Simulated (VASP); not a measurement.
# Cs (P2_13) in VASP: single point with PBE

Aim: the single point of Cs with PBE.

Program: VASP 6.6.1. These are calculated values, not measurements. Logs are shortened: lines on timing, memory, paths and dates and some standing lists are left out, and cuts for length are marked.

## 1. The cell of the first run

It takes space group P2_13 (No. 198, cubic). Conventional cell: a = 7.141 Å, b = 7.141 Å, c = 7.141 Å, α = 90.00°, β = 90.00°, γ = 90.00°. Within 5.7 Å of Cs (site symmetry 3) lie 6 Cs at 4.37 Å.

## 2. Single point, PBE (Li replaced by Cs, lengths x 1.544, strained)

INCAR

```
SYSTEM = Cs
PREC = Accurate
ENCUT = 520
EDIFF = 1E-7
ISMEAR = 0
SIGMA = 0.1
LREAL = .FALSE.
LASPH = .TRUE.
NELM = 60
ALGO = Fast
ISIF = 2
LWAVE = .FALSE.
LCHARG = .FALSE.
GGA = PE
NBANDS = 26
```

KPOINTS

```
Automatic mesh
0
G
  6 6 6
  0 0 0
```

POSCAR

```
Cs
1.0
    7.1413579071      0.0000000000      0.0000000000
    0.0000000000      7.1413579071      0.0000000000
    0.0000000000      0.0000000000      7.1413579071
Cs
4
Direct
    0.8745680000      0.1254320000      0.6254320000
    0.3745680000      0.3745680000      0.3745680000
    0.1254320000      0.6254320000      0.8745680000
    0.6254320000      0.8745680000      0.1254320000
```

Potentials or basis: VASP PAW PBE potentials, release 64 (Cs_sv).

On the command line:

```bash
$ cat potpaw_PBE.64/Cs_sv/POTCAR > POTCAR
$ mpirun -np 1 vasp_std > vasp.out
```

OUTCAR:

```text
SYSTEM = Cs
   PREC = Accurate
   ENCUT = 520
   EDIFF = 1E-7
   ISMEAR = 0
   LREAL = .FALSE.
   LASPH = .TRUE.
   NELM = 60
   ISIF = 2
   GGA = PE

 ion  position               nearest neighbor table
   1  0.875  0.125  0.625-
   2  0.375  0.375  0.375-
   3  0.125  0.625  0.875-
   4  0.625  0.875  0.125-

  LATTYP: Found a simple cubic cell.
 ALAT       =     7.1413579071

  Lattice vectors:

 A1 = (   7.1413579071,   0.0000000000,   0.0000000000)
 A2 = (   0.0000000000,   7.1413579071,   0.0000000000)
 A3 = (   0.0000000000,   0.0000000000,   7.1413579071)

Analysis of symmetry for initial positions (statically):
=====================================================================
 Subroutine PRICEL returns:
 Original cell was already a primitive cell.

 Routine SETGRP: Setting up the symmetry group for a
 simple cubic supercell.

 Subroutine GETGRP returns: Found 12 space group operations
 (whereof  3 operations were pure point group operations)
 out of a pool of 48 trial point group operations.

The static configuration has the point symmetry C_3 .
 The point group associated with its full space group is T   .

Analysis of symmetry for dynamics (positions and initial velocities):
=====================================================================
 Subroutine PRICEL returns:
 Original cell was already a primitive cell.

 Routine SETGRP: Setting up the symmetry group for a
 simple cubic supercell.

 Subroutine GETGRP returns: Found 12 space group operations
 (whereof  3 operations were pure point group operations)
 out of a pool of 48 trial point group operations.

The dynamic configuration has the point symmetry C_3 .
 The point group associated with its full space group is T   .

 Subroutine INISYM returns: Found 12 space group operations
 (whereof  3 operations are pure point group operations),
 and found     1 'primitive' translations

----------------------------------------------------------------------------------------

                                     Primitive cell

  volume of cell :     364.2021

  direct lattice vectors                    reciprocal lattice vectors
     7.141357907  0.000000000  0.000000000     0.140029391  0.000000000  0.000000000
     0.000000000  7.141357907  0.000000000     0.000000000  0.140029391  0.000000000
     0.000000000  0.000000000  7.141357907     0.000000000  0.000000000  0.140029391

  length of vectors
     7.141357907  7.141357907  7.141357907     0.140029391  0.140029391  0.140029391

  position of ions in fractional coordinates (direct lattice)
     0.874568000  0.125432000  0.625432000
     0.374568000  0.374568000  0.374568000
     0.125432000  0.625432000  0.874568000
     0.625432000  0.874568000  0.125432000

  ion indices of the primitive-cell ions
   primitive index   ion index
                 1           1
                 2           2
                 3           3
                 4           4

----------------------------------------------------------------------------------------

 KPOINTS: Automatic mesh

Automatic generation of k-mesh.
 Grid dimensions read from file:
 generate k-points for:    6    6    6

 Generating k-lattice:

  Cartesian coordinates                     Fractional coordinates (reciprocal lattice)
     0.023338232  0.000000000  0.000000000     0.166666667  0.000000000  0.000000000
     0.000000000  0.023338232  0.000000000     0.000000000  0.166666667  0.000000000
     0.000000000  0.000000000  0.023338232     0.000000000  0.000000000  0.166666667

  Length of vectors
     0.023338232  0.023338232  0.023338232

  Shift w.r.t. Gamma in fractional coordinates (k-lattice)
     0.000000000  0.000000000  0.000000000

 Subroutine IBZKPT returns following result:
 ===========================================

 Found     24 irreducible k-points:

 Following reciprocal coordinates:
            Coordinates               Weight
  0.000000  0.000000  0.000000      1.000000
  0.166667  0.000000  0.000000      6.000000
  0.333333  0.000000  0.000000      6.000000
  0.500000  0.000000  0.000000      3.000000
  0.166667  0.166667  0.000000     12.000000
  0.333333  0.166667  0.000000     12.000000
[... 16 lines left out ...]
  0.500000  0.500000  0.333333      6.000000
  0.500000  0.500000  0.500000      1.000000
   k-points           NKPTS =     24   k-points in BZ     NKDIM =     24   number of bands    NBANDS=     26
   number of dos      NEDOS =    301   number of ions     NIONS =      4
   total plane-waves  NPLWV = 157464
   dimension x,y,z NGX =    54 NGY =   54 NGZ =   54
   dimension x,y,z NGXF=   108 NGYF=  108 NGZF=  108
   ions per type =               4
   NGX,Y,Z   is equivalent  to a cutoff of  12.57, 12.57, 12.57 a.u.
   NGXF,Y,Z  is equivalent  to a cutoff of  25.14, 25.14, 25.14 a.u.
 SYSTEM =  Cs
   PREC   = accura    normal or accurate (medium, high low for compatibility)
   ISTART =      0    job   : 0-new  1-cont  2-samecut
   ICHARG =      2    charge: 1-file 2-atom 10-const
   ISPIN  =      1    spin polarized calculation?
   LNONCOLLINEAR =      F non collinear calculations
   LSORBIT =      F    spin-orbit coupling
   LASPH  =      T    aspherical Exc in radial PAW
   ENCUT  =  520.0 eV  38.22 Ry    6.18 a.u.  13.28 13.28 13.28*2*pi/ulx,y,z
   NELM   =     60;   NELMIN=  2; NELMDL= -5     # of ELM steps
   EDIFF  = 0.1E-06   stopping-criterion for ELM
   LREAL  =      F    real-space projection
   EDIFFG = 0.1E-05   stopping-criterion for IOM
   NSW    =      0    number of steps for IOM
   IBRION =     -1    ionic relax: 0-MD 1-quasi-New 2-CG
   NFREE  =      0    steps in history (QN), initial steepest desc. (CG)
   ISIF   =      2    stress and relaxation
   ISYM   =      2    0-nonsym 1-usesym 2-fastsym
   POTIM  = 0.5000    time-step for ionic-motion
   TEBEG  =    0.0;   TEEND  =   0.0 temperature during run
   PSTRESS=    0.0 pullay stress
   NELECT =      36.0000    total number of electrons
   NUPDOWN=      -1.0000    fix difference up-down
   EMIN   =  10.00;   EMAX   =-10.00  energy-range for DOS
   EFERMI =   0.00;   METHOD = LEGACY
   ISMEAR =     0;   SIGMA  =   0.10  broadening in eV -4-tet -1-fermi 0-gaus
   EFERMI_NEDOS =   21; number of points for ismear=-14 and -15
   IALGO  =     68    algorithm
   IMIX   =      4    mixing-type and parameters
     AMIX     =   0.40;   BMIX     =  1.00
     AMIX_MAG =   1.60;   BMIX_MAG =  1.00
  volume/ion in A,a.u.               =      91.05       614.44
  Fermi-wavevector in a.u.,A,eV,Ry     =   0.756940  1.430409  7.795572  0.572958
  Thomas-Fermi vector in A             =   1.855174
   LORBIT       =      0    0 simple, 1 ext, 2 COOP (PROOUT), +10 PAW based schemes
   GGA     = PE    functional components
   LHFCALC =     F    Hartree Fock is set to
   AEXX    =    0.0000 exact exchange contribution
   IVDW    =     0    specifies the selected vdW correction
   LEPSILON=     F    determine dielectric tensor
   LRPA    =     F    only Hartree local field effects (RPA)
 non-spin polarized calculation
 RMM-DIIS sequential band-by-band and
 Gauss-broadening in eV      SIGMA  =   0.10
  energy-cutoff  :      520.00
  volume of cell :      364.20
 maximum number of plane-waves:      9890
 NGX is ok and might be reduce to    54
   NGX = 27   NGY = 27   NGZ = 27

 number of electron      36.0000003 magnetization

 Free energy of the ion-electron system (eV)
  ---------------------------------------------------
  ext. energy  EPLUGINS =         0.00000000
  ---------------------------------------------------
  free energy    TOTEN  =        -2.32194205 eV

  energy without entropy =       -2.29207278  energy(sigma->0) =       -2.30700741

 E-fermi :   1.1997     XC(G=0):  -6.0201

 val. band max:        1.1906234086   @ k =   0.3333   0.3333   0.1667
 cond. band min:       1.2148482841   @ k =   0.5000   0.5000   0.3333
 fundamental gap:      0.0242248755
 Fermi energy:         1.1996583185

 k-point     1 :       0.0000    0.0000    0.0000
  band No.  band energies     occupation
      1     -22.9830      2.00000
      2     -22.9122      2.00000
      3     -22.9122      2.00000
      4     -22.9122      2.00000
      5      -9.9965      2.00000
      6      -9.9965      2.00000
[... 18 lines left out ...]
     25       2.6933      0.00000
     26       2.7570      0.00000

 k-point     2 :       0.1667    0.0000    0.0000
  band No.  band energies     occupation
      1     -22.9794      2.00000
      2     -22.9238      2.00000
      3     -22.9110      2.00000
      4     -22.9054      2.00000
      5     -10.0490      2.00000
      6     -10.0135      2.00000
[... 18 lines left out ...]
     25       2.8263      0.00000
     26       2.8856      0.00000

 k-point     3 :       0.3333    0.0000    0.0000
  band No.  band energies     occupation
      1     -22.9694      2.00000
      2     -22.9388      2.00000
      3     -22.9081      2.00000
      4     -22.9033      2.00000
      5     -10.0754      2.00000
      6     -10.0475      2.00000
[... 18 lines left out ...]
     25       2.9472      0.00000
     26       3.0847      0.00000

 k-point     4 :       0.5000    0.0000    0.0000
  band No.  band energies     occupation
      1     -22.9550      2.00000
      2     -22.9550      2.00000
      3     -22.9049      2.00000
      4     -22.9049      2.00000
      5     -10.0732      2.00000
      6     -10.0732      2.00000
[... 18 lines left out ...]
     25       2.8406      0.00000
     26       2.8412      0.00000
[... 496 lines left out ...]
      1     -22.9424      2.00000
      2     -22.9424      2.00000
      3     -22.9175      2.00000
      4     -22.9175      2.00000
      5     -10.0643      2.00000
      6     -10.0643      2.00000
[... 18 lines left out ...]
     25       2.9123      0.00000
     26       3.0315      0.00000

 k-point    23 :       0.5000    0.5000    0.3333
  band No.  band energies     occupation
      1     -22.9388      2.00000
      2     -22.9388      2.00000
      3     -22.9212      2.00000
      4     -22.9212      2.00000
      5     -10.0591      2.00000
      6     -10.0591      2.00000
[... 18 lines left out ...]
     25       2.9064      0.00000
     26       3.1469      0.00000

 k-point    24 :       0.5000    0.5000    0.5000
  band No.  band energies     occupation
      1     -22.9300      2.00000
      2     -22.9300      2.00000
      3     -22.9300      2.00000
      4     -22.9300      2.00000
      5     -10.0357      2.00000
      6     -10.0357      2.00000
[... 18 lines left out ...]
     25       3.0504      0.00000
     26       3.1040      0.00000

------------------------ aborting loop because EDIFF is reached ----------------------------------------

  FORCE on cell =-STRESS in cart. coord.  units (eV):
  Direction    XX          YY          ZZ          XY          YZ          ZX
  --------------------------------------------------------------------------------------
  -------------------------------------------------------------------------------------
  Total        2.4122001      2.4122001      2.4122001     -0.0000000      0.0000000      0.0000000
  in kB       10.6116159     10.6116159     10.6116159     -0.0000000      0.0000000      0.0000000
  external PRESSURE =      10.6116159 kB  Pullay stress =       0.0000000 kB

 VOLUME and BASIS-vectors are now :
 -----------------------------------------------------------------------------
  energy-cutoff  :      520.00
  volume of cell :      364.20
      direct lattice vectors                 reciprocal lattice vectors
     7.141357907  0.000000000  0.000000000     0.140029391  0.000000000  0.000000000
     0.000000000  7.141357907  0.000000000     0.000000000  0.140029391  0.000000000
     0.000000000  0.000000000  7.141357907     0.000000000  0.000000000  0.140029391

 POSITION                                       TOTAL-FORCE (eV/Angst)
 -----------------------------------------------------------------------------------
      6.24560      0.89575      4.46643        -0.001431      0.001431      0.001431
      2.67492      2.67492      2.67492        -0.001431     -0.001431     -0.001431
      0.89575      4.46643      6.24560         0.001431      0.001431     -0.001431
      4.46643      6.24560      0.89575         0.001431     -0.001431      0.001431
 -----------------------------------------------------------------------------------
    total drift:                               -0.000000     -0.000000     -0.000000

  FREE ENERGIE OF THE ION-ELECTRON SYSTEM (eV)
  ---------------------------------------------------
  free  energy   TOTEN  =        -2.3219420461 eV

  energy  without entropy=       -2.2920727784  energy(sigma->0) =       -2.30700741
```

Wall time 3.9 min (1 thread of Intel Xeon Platinum 8375C at 2.90GHz (Ice Lake), shared host); peak memory 0.48 GiB.

Results:

```yaml
Free_energy: -2.3219 eV
Pressure: 1.1 GPa
Band_gap_on_the_k_mesh: zero (band 18 reaches 1.60 eV, above the bottom of band 19 at 1.13 eV)
```

Forces in eV/Å, atoms in the order of the input:
```
Cs  -0.001  0.001  0.001
Cs  -0.001 -0.001 -0.001
Cs   0.001  0.001 -0.001
Cs   0.001 -0.001  0.001
```

Levels at points of the mesh, in eV from the Fermi level:
```csv
k point,band 15,band 16,band 17,band 18,band 19,band 20,band 21,band 22
"(0.00, 0.00, 0.00)",-10.76,-10.71,-1.93,0.40,0.40,0.40,1.08,1.08
"(0.50, 0.00, 0.00)",-10.79,-10.79,-0.92,-0.92,0.19,0.19,1.01,1.01
"(0.50, 0.50, 0.00)",-10.71,-10.71,-0.40,-0.40,-0.07,-0.07,0.95,0.95
"(0.50, 0.50, 0.50)",-10.79,-10.79,0.18,0.18,0.18,0.18,0.69,0.69
```

Caveat: the cell differs from its parent crystal (Li replaced by Cs, lengths x 1.544, strained); spin-orbit coupling is left out, which moves the levels of the heavy elements.
